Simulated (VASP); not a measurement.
CuSi16 (a cell with a defect), 17 atoms in the cell. The cell holds a defect, 17 atoms: a = 7.679 Å, b = 7.679 Å, c = 7.679 Å, α = 60.00°, β = 60.00°, γ = 60.00°. 

```yaml
Program: VASP 6.6.1
Task: single point
Functional: PBE
Potentials_or_basis: VASP PAW PBE potentials, release 64 (Si, Cu)
Cutoff: 520 eV
k_mesh: 2 × 2 × 2
Occupations: gaussian, width 0.05 eV
Spin: no spin polarisation
Dipole_correction: no
Charge: 1
Further_INCAR_settings: LREAL = Auto; ALGO = Normal; EDIFF = 1e-07; NBANDS = 52; NELECT = 74.0
```

Potentials or basis: VASP PAW PBE potentials, release 64 (Si, Cu).

Run with:

```sh
$ cat potpaw_PBE.64/Si/POTCAR potpaw_PBE.64/Cu/POTCAR > POTCAR
$ mpirun -np 1 vasp_std > vasp.out
```

Hardware: 1 thread of Intel(R) Xeon(R) 6975P-C (Granite Rapids), on a shared host.

Task: How long does it take, and how much memory?

Result: It took 5.2 min on 1 thread of Intel(R) Xeon(R) 6975P-C (Granite Rapids), with other jobs on the host, peak memory 0.48 GiB. Counts: scf iterations 23, k points 8.
